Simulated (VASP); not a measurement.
# Ga8Sb7As (P1) in VASP: relaxation of volume and atoms at fixed shape with PBEsol

Aim: the relaxation of volume and atoms at fixed shape of Ga8Sb7As with PBEsol.

Program: VASP 6.6.1. These are calculated values, not measurements. Logs are shortened: lines on timing, memory, paths and dates and some standing lists are left out, and cuts for length are marked.

## 1. The cell of the first run

The typed cell holds 64 atoms: a = 12.118 Å, b = 12.118 Å, c = 12.118 Å, α = 90.00°, β = 90.00°, γ = 90.00°.

## 2. Relaxation of volume and atoms at fixed shape, PBEsol

The input, INCAR:

```
ALGO = Normal
EDIFF = 1E-7
EDIFFG = -0.03
ENCUT = 500
GGA = PS
GGA_COMPAT = False
IBRION = 2
ISIF = 8
ISMEAR = -1
ISYM = -1
KPAR = 1
LASPH = True
LCHARG = False
LREAL = Auto
LWAVE = False
NELM = 120
NELMIN = 4
NSW = 100
PREC = Accurate
SIGMA = 0.05
```

The input, KPOINTS:

```
explicit points
1
Reciprocal
  0.25000000   0.25000000   0.25000000 1
```

The input, POSCAR:

```
Ga8Sb7As
1.0
   12.1179730000      0.0000000000      0.0000000000
    0.0000000000     12.1179730000      0.0000000000
    0.0000000000      0.0000000000     12.1179730000
Ga Sb As
32 28 4
Direct
    0.9996010000      0.0020450000      0.9984120000
    0.9966840000      0.9983180000      0.4994050000
    0.0015640000      0.4988950000      0.9996920000
    0.9983880000      0.4978610000      0.4994560000
    0.4991650000      0.9997500000      0.0024310000
    0.4975090000      0.9993700000      0.4978120000
    0.4997690000      0.4979180000      0.9958150000
    0.5008320000      0.5001480000      0.5023070000
    0.2501080000      0.2511010000      0.0017790000
    0.2503590000      0.2511470000      0.5019960000
    0.2481050000      0.7512040000      0.9989460000
    0.2451720000      0.7481090000      0.5000650000
    0.7500030000      0.2483930000      0.9984570000
    0.7476890000      0.2500180000      0.5014190000
    0.7466880000      0.7488590000      0.9998370000
    0.7495920000      0.7508030000      0.5000150000
    0.2510040000      0.0011420000      0.2499250000
    0.2494860000      0.9966770000      0.7504320000
    0.2511460000      0.4988760000      0.2497130000
    0.2496690000      0.4996190000      0.7497210000
    0.7503460000      0.0022100000      0.2491170000
    0.7513210000      0.9990800000      0.7474860000
    0.7507530000      0.5010530000      0.2487580000
    0.7547210000      0.5015830000      0.7510460000
    0.9962100000      0.2472290000      0.2481510000
    0.0002870000      0.2505700000      0.7526350000
    0.9987170000      0.7494840000      0.2493290000
    0.0024420000      0.7492450000      0.7490820000
    0.5007640000      0.2516970000      0.2501800000
    0.5004190000      0.2489400000      0.7519910000
    0.5010840000      0.7506890000      0.2495070000
    0.5000030000      0.7506250000      0.7503430000
    0.1271010000      0.1222930000      0.1226760000
    0.1268980000      0.1242560000      0.6266390000
    0.1251360000      0.6256200000      0.1231040000
    0.1257430000      0.6237420000      0.6270180000
    0.6229280000      0.1265850000      0.6233160000
    0.6233610000      0.6229310000      0.1252930000
    0.6242100000      0.6236180000      0.6256930000
    0.3765160000      0.3766750000      0.1278840000
    0.3743230000      0.3717010000      0.6277600000
    0.3740050000      0.8781190000      0.6225300000
    0.8724180000      0.3782600000      0.1271060000
    0.8735190000      0.3768890000      0.6231100000
    0.8749870000      0.8757190000      0.1229840000
    0.8740560000      0.8752640000      0.6256370000
    0.3734140000      0.1247570000      0.3742340000
    0.3742610000      0.6240930000      0.3731020000
    0.3755300000      0.6252180000      0.8798350000
    0.8753880000      0.1264560000      0.3741970000
    0.8748260000      0.1251060000      0.8718600000
    0.8752150000      0.6261620000      0.3724270000
    0.8741750000      0.6241040000      0.8757550000
    0.1235400000      0.3741010000      0.3708410000
    0.1249920000      0.3759780000      0.8733380000
    0.1265550000      0.8717690000      0.3755660000
    0.1229710000      0.8726830000      0.8752120000
    0.6241830000      0.3764090000      0.3769000000
    0.6254010000      0.3723740000      0.8757480000
    0.6227880000      0.8756900000      0.3772020000
    0.6243020000      0.1267660000      0.1250170000
    0.3762110000      0.8753070000      0.1240110000
    0.3765190000      0.1250630000      0.8753130000
    0.6222760000      0.8757680000      0.8763350000
```

Potentials or basis: VASP PAW PBE potentials, release 64 (Ga_d, Sb, As).

Command:

```sh
$ cat potpaw_PBE.64/Ga_d/POTCAR potpaw_PBE.64/Sb/POTCAR potpaw_PBE.64/As/POTCAR > POTCAR
$ mpirun -np 4 vasp_std > vasp.out
```

OUTCAR:

```text
EDIFF = 1E-7
   EDIFFG = -0.03
   ENCUT = 500
   GGA = PS
   IBRION = 2
   ISIF = 8
   ISMEAR = -1
   ISYM = -1
   LASPH = True
   LREAL = Auto
   NELM = 120
   NELMIN = 4
   NSW = 100
   PREC = Accurate

 ion  position               nearest neighbor table
   1  1.000  0.002  0.998-  33 2.60  51 2.62  45 2.63  57 2.63
   2  0.997  0.998  0.499-  46 2.60  50 2.62  56 2.66  34 2.68
   3  0.002  0.499  1.000-  55 2.61  35 2.61  53 2.63  43 2.64
   4  0.998  0.498  0.499-  44 2.59  54 2.64  52 2.65  36 2.66
   5  0.499  1.000  0.002-  62 2.58  64 2.61  61 2.62  63 2.62
   6  0.498  0.999  0.498-  42 2.59  60 2.59  47 2.61  37 2.65
[... 56 lines left out ...]
  63  0.377  0.125  0.875-  30 2.60   5 2.62   9 2.65  18 2.66
  64  0.622  0.876  0.876-   5 2.61  32 2.61  15 2.62  22 2.67

IMPORTANT INFORMATION: All symmetrisations will be switched off!
NOSYMM: (Re-)initialisation of all symmetry stuff for point group C_1.

----------------------------------------------------------------------------------------

                                     Primitive cell

  volume of cell :    1779.4670

  direct lattice vectors                    reciprocal lattice vectors
    12.117973000  0.000000000  0.000000000     0.082522052  0.000000000  0.000000000
     0.000000000 12.117973000  0.000000000     0.000000000  0.082522052  0.000000000
     0.000000000  0.000000000 12.117973000     0.000000000  0.000000000  0.082522052

  length of vectors
    12.117973000 12.117973000 12.117973000     0.082522052  0.082522052  0.082522052

  position of ions in fractional coordinates (direct lattice)
     0.999601000  0.002045000  0.998412000
     0.996684000  0.998318000  0.499405000
     0.001564000  0.498895000  0.999692000
     0.998388000  0.497861000  0.499456000
     0.499165000  0.999750000  0.002431000
     0.497509000  0.999370000  0.497812000
[... 56 lines left out ...]
     0.376519000  0.125063000  0.875313000
     0.622276000  0.875768000  0.876335000

  ion indices of the primitive-cell ions
   primitive index   ion index
                 1           1
                 2           2
                 3           3
                 4           4
                 5           5
                 6           6
[... 56 lines left out ...]
                63          63
                64          64

----------------------------------------------------------------------------------------

 KPOINTS: explicit points

Read explicit list of k-points.

 Found      1 k-points:

 Following reciprocal coordinates:
            Coordinates               Weight
  0.250000  0.250000  0.250000      1.000000
   k-points           NKPTS =      1   k-points in BZ     NKDIM =      1   number of bands    NBANDS=    348
   number of dos      NEDOS =    301   number of ions     NIONS =     64
   total plane-waves  NPLWV = 729000
   dimension x,y,z NGX =    90 NGY =   90 NGZ =   90
   dimension x,y,z NGXF=   180 NGYF=  180 NGZF=  180
   ions per type =              32  28   4
   NGX,Y,Z   is equivalent  to a cutoff of  12.35, 12.35, 12.35 a.u.
   NGXF,Y,Z  is equivalent  to a cutoff of  24.69, 24.69, 24.69 a.u.
 SYSTEM =  unknown system
   PREC   = accura    normal or accurate (medium, high low for compatibility)
   ISTART =      0    job   : 0-new  1-cont  2-samecut
   ICHARG =      2    charge: 1-file 2-atom 10-const
   ISPIN  =      1    spin polarized calculation?
   LNONCOLLINEAR =      F non collinear calculations
   LSORBIT =      F    spin-orbit coupling
   LASPH  =      T    aspherical Exc in radial PAW
   ENCUT  =  500.0 eV  36.75 Ry    6.06 a.u.  22.09 22.09 22.09*2*pi/ulx,y,z
   NELM   =    120;   NELMIN=  4; NELMDL= -5     # of ELM steps
   EDIFF  = 0.1E-06   stopping-criterion for ELM
   LREAL  =      T    real-space projection
   EDIFFG = -.3E-01   stopping-criterion for IOM
   NSW    =    100    number of steps for IOM
   IBRION =      2    ionic relax: 0-MD 1-quasi-New 2-CG
   NFREE  =      1    steps in history (QN), initial steepest desc. (CG)
   ISIF   =      8    stress and relaxation
   ISYM   =     -1    0-nonsym 1-usesym 2-fastsym
   POTIM  = 0.5000    time-step for ionic-motion
   TEBEG  =    0.0;   TEEND  =   0.0 temperature during run
   PSTRESS=    0.0 pullay stress
   NELECT =     576.0000    total number of electrons
   NUPDOWN=      -1.0000    fix difference up-down
   EMIN   =  10.00;   EMAX   =-10.00  energy-range for DOS
   EFERMI =   0.00;   METHOD = LEGACY
   ISMEAR =    -1;   SIGMA  =   0.05  broadening in eV -4-tet -1-fermi 0-gaus
   EFERMI_NEDOS =   21; number of points for ismear=-14 and -15
   IALGO  =     38    algorithm
   IMIX   =      4    mixing-type and parameters
     AMIX     =   0.40;   BMIX     =  1.00
     AMIX_MAG =   1.60;   BMIX_MAG =  1.00
  volume/ion in A,a.u.               =      27.80       187.63
  Fermi-wavevector in a.u.,A,eV,Ry     =   1.124050  2.124147 17.190807  1.263489
  Thomas-Fermi vector in A             =   2.260720
   LORBIT       =      0    0 simple, 1 ext, 2 COOP (PROOUT), +10 PAW based schemes
   GGA     = PS    functional components
   LHFCALC =     F    Hartree Fock is set to
   AEXX    =    0.0000 exact exchange contribution
   IVDW    =     0    specifies the selected vdW correction
   LEPSILON=     F    determine dielectric tensor
   LRPA    =     F    only Hartree local field effects (RPA)
 conjugate gradient relaxation of ions
 non-spin polarized calculation
  energy-cutoff  :      500.00
  volume of cell :     1779.47
 maximum number of plane-waves:     45137
 NGX is ok and might be reduce to    90
   NGX = 45   NGY = 45   NGZ = 45

--------------------------------------- Ionic step        1  -------------------------------------------

 number of electron     576.0000181 magnetization

 Free energy of the ion-electron system (eV)
  ---------------------------------------------------
  ext. energy  EPLUGINS =         0.00000000
  ---------------------------------------------------
  free energy    TOTEN  =      -262.70385295 eV

  energy without entropy =     -262.70214888  energy(sigma->0) =     -262.70300091

------------------------ aborting loop because EDIFF is reached ----------------------------------------

  FORCE on cell =-STRESS in cart. coord.  units (eV):
  Direction    XX          YY          ZZ          XY          YZ          ZX
  --------------------------------------------------------------------------------------
  -------------------------------------------------------------------------------------
  Total        2.8146497      2.9931325      2.8209251     -8.1611423     -7.5224847     -8.4880572
  in kB        2.5342240      2.6949244      2.5398742     -7.3480413     -6.7730137     -7.6423854
  external PRESSURE =       2.5896742 kB  Pullay stress =       0.0000000 kB
[... 183 lines left out ...]
--------------------------------------- Ionic step        3  -------------------------------------------

 number of electron     576.0000141 magnetization

 E-fermi :   4.6658     XC(G=0):  -9.2786

 val. band max:        4.3164401765   @ k =   0.2500   0.2500   0.2500
 cond. band min:       4.9831526998   @ k =   0.2500   0.2500   0.2500
 fundamental gap:      0.6667125233
 Fermi energy:         4.6658073199

 k-point     1 :       0.2500    0.2500    0.2500
  band No.  band energies     occupation
      1     -10.5029      2.00000
      2     -10.4958      2.00000
      3     -10.4925      2.00000
      4     -10.4860      2.00000
      5     -10.4846      2.00000
      6     -10.4830      2.00000
[... 292 lines left out ...]
    299       6.0244      0.00000
    300       6.0481      0.00000
 [bands above 300 left out]

------------------------ aborting loop because EDIFF is reached ----------------------------------------

  FORCE on cell =-STRESS in cart. coord.  units (eV):
  Direction    XX          YY          ZZ          XY          YZ          ZX
  --------------------------------------------------------------------------------------
  -------------------------------------------------------------------------------------
  Total       -5.9571772     -5.9559485     -6.0203923     -7.8190227     -7.9887627     -7.4822662
  in kB       -5.3010058     -5.2999123     -5.3572578     -6.9577725     -7.1088160     -6.6581091
  external PRESSURE =      -5.3193920 kB  Pullay stress =       0.0000000 kB
[... 79 lines left out ...]
  FREE ENERGIE OF THE ION-ELECTRON SYSTEM (eV)
  ---------------------------------------------------
  free  energy   TOTEN  =      -263.5380156675 eV

  energy  without entropy=     -263.5353238064  energy(sigma->0) =     -263.53666974

[... ionic steps 4 to 11 ...]

--------------------------------------- Ionic step       12  -------------------------------------------

 number of electron     576.0000051 magnetization

------------------------ aborting loop because EDIFF is reached ----------------------------------------
[... 191 lines left out ...]
--------------------------------------- Ionic step       14  -------------------------------------------

 number of electron     576.0000048 magnetization

 Free energy of the ion-electron system (eV)
  ---------------------------------------------------
  ext. energy  EPLUGINS =         0.00000000
  ---------------------------------------------------
  free energy    TOTEN  =      -263.92915414 eV

  energy without entropy =     -263.92665322  energy(sigma->0) =     -263.92790368

 E-fermi :   4.7953     XC(G=0):  -9.3327

 val. band max:        4.4391711744   @ k =   0.2500   0.2500   0.2500
 cond. band min:       5.1168871934   @ k =   0.2500   0.2500   0.2500
 fundamental gap:      0.6777160190
 Fermi energy:         4.7953041450

 k-point     1 :       0.2500    0.2500    0.2500
  band No.  band energies     occupation
      1     -10.5605      2.00000
      2     -10.5518      2.00000
      3     -10.5515      2.00000
      4     -10.4878      2.00000
      5     -10.4874      2.00000
      6     -10.4021      2.00000
[... 292 lines left out ...]
    299       6.1680      0.00000
    300       6.1968      0.00000
 [bands above 300 left out]

------------------------ aborting loop because EDIFF is reached ----------------------------------------

  FORCE on cell =-STRESS in cart. coord.  units (eV):
  Direction    XX          YY          ZZ          XY          YZ          ZX
  --------------------------------------------------------------------------------------
  -------------------------------------------------------------------------------------
  Total       -0.1074944     -0.1008984     -0.1151869     -7.9468813     -7.9494537     -7.9293794
  in kB       -0.0968111     -0.0908707     -0.1037391     -7.1570865     -7.1594032     -7.1413240
  external PRESSURE =      -0.0971403 kB  Pullay stress =       0.0000000 kB
[... 79 lines left out ...]
  FREE ENERGIE OF THE ION-ELECTRON SYSTEM (eV)
  ---------------------------------------------------
  free  energy   TOTEN  =      -263.9291541367 eV

  energy  without entropy=     -263.9266532202  energy(sigma->0) =     -263.92790368

 reached required accuracy - stopping structural energy minimisation
```

It took 52 min on 4 MPI ranks of Intel Xeon Platinum 8559C (Emerald Rapids), shared host; peak memory 0.66 GiB.

Results:

| Item | Value |
| --- | --- |
| Free energy | -263.9292 eV |
| Relaxed volume | 27.80 Å³/atom |
| Relaxed cell | a = 12.117 Å, b = 12.117 Å, c = 12.117 Å, α = 90.00°, β = 90.00°, γ = 90.00° |
| Space group after relaxing (to 0.1 Å) | P-43m (No. 215) |
| Energy gained by relaxing | 19.1 meV/atom |
| Ionic steps | 14 |
| Pressure after relaxing | 0.0 GPa |
| Largest force after relaxing | 0.023 eV/Å |
| Band gap on the k mesh | 0.68 eV |

Forces on the atoms (eV/Å):
```
Ga  -0.001 -0.005  0.006
Ga   0.001  0.002  0.002
Ga  -0.004  0.001 -0.003
Ga   0.005  0.010  0.012
Ga  -0.002 -0.003 -0.005
Ga   0.011 -0.002  0.006
Ga  -0.005  0.005  0.007
Ga   0.004 -0.001 -0.010
Ga  -0.007 -0.002 -0.009
Ga   0.007 -0.006 -0.003
Ga   0.000 -0.012 -0.004
Ga   0.011  0.007  0.001
Ga  -0.002  0.005  0.009
Ga   0.003 -0.003 -0.008
Ga   0.012  0.000 -0.007
Ga   0.000  0.004  0.003
Ga  -0.005 -0.003 -0.003
Ga  -0.004  0.007 -0.007
Ga   0.004 -0.005 -0.003
Ga  -0.003  0.001  0.001
Ga   0.001  0.003  0.001
Ga   0.005 -0.003  0.005
Ga  -0.005 -0.007 -0.003
Ga  -0.014 -0.005  0.000
Ga   0.008  0.005  0.007
Ga  -0.004  0.000  0.002
Ga   0.002  0.002  0.009
Ga  -0.006  0.007  0.004
Ga  -0.002 -0.004 -0.004
Ga  -0.008  0.007 -0.007
Ga  -0.004 -0.003  0.003
Ga   0.004 -0.010  0.000
Sb  -0.001  0.014  0.015
Sb   0.001  0.007 -0.001
Sb  -0.001 -0.001  0.000
Sb  -0.009  0.001 -0.012
Sb   0.006  0.007  0.006
Sb   0.011  0.004  0.009
Sb   0.000 -0.003 -0.008
Sb  -0.015 -0.006  0.000
Sb   0.003  0.007 -0.011
Sb   0.000  0.002  0.010
Sb   0.005 -0.003 -0.004
Sb   0.007  0.007 -0.004
Sb  -0.003 -0.013  0.011
Sb   0.004  0.006  0.003
Sb  -0.004 -0.002 -0.005
Sb   0.000 -0.001  0.003
Sb  -0.007  0.002 -0.007
Sb   0.001 -0.004  0.003
Sb  -0.007  0.001  0.004
Sb   0.007 -0.016  0.004
Sb   0.002 -0.007 -0.005
Sb  -0.005  0.015  0.016
Sb  -0.008  0.006  0.002
Sb  -0.004  0.002  0.005
Sb   0.009  0.002 -0.002
Sb  -0.003 -0.005 -0.004
Sb  -0.002  0.000 -0.004
Sb   0.002 -0.009 -0.012
As   0.004 -0.002 -0.002
As  -0.003  0.000 -0.002
As   0.002  0.002 -0.009
As   0.007 -0.006  0.000
```

The path:
```csv
step,energy change (eV),largest force (eV/Å),pressure (GPa),volume (Å³)
1,0.0000,1.1522,0.26,1779.47
2,-0.6630,0.6960,-0.22,1791.07
3,-0.8342,0.4210,-0.53,1800.50
4,-1.0380,0.2868,0.15,1775.92
5,-1.0652,0.3452,0.54,1762.78
6,-1.1778,0.2456,0.04,1777.68
7,-1.1811,0.2254,-0.05,1780.64
8,-1.2109,0.1032,-0.04,1780.10
9,-1.2170,0.0781,-0.03,1779.72
10,-1.2219,0.0539,0.04,1777.47
11,-1.2224,0.0500,0.07,1776.47
12,-1.2241,0.0393,-0.04,1780.13
13,-1.2241,0.0391,-0.04,1779.87
14,-1.2253,0.0229,-0.01,1778.98
```

Caveat: semilocal functionals underestimate gaps, and a narrow one can read as zero; the PAW data sets were made with another functional, which shifts forces and pressure a little; spin-orbit coupling is left out, which moves the levels of the heavy elements; a shifted mesh leaves out Γ, where band edges can lie. A k mesh can miss the band edges.
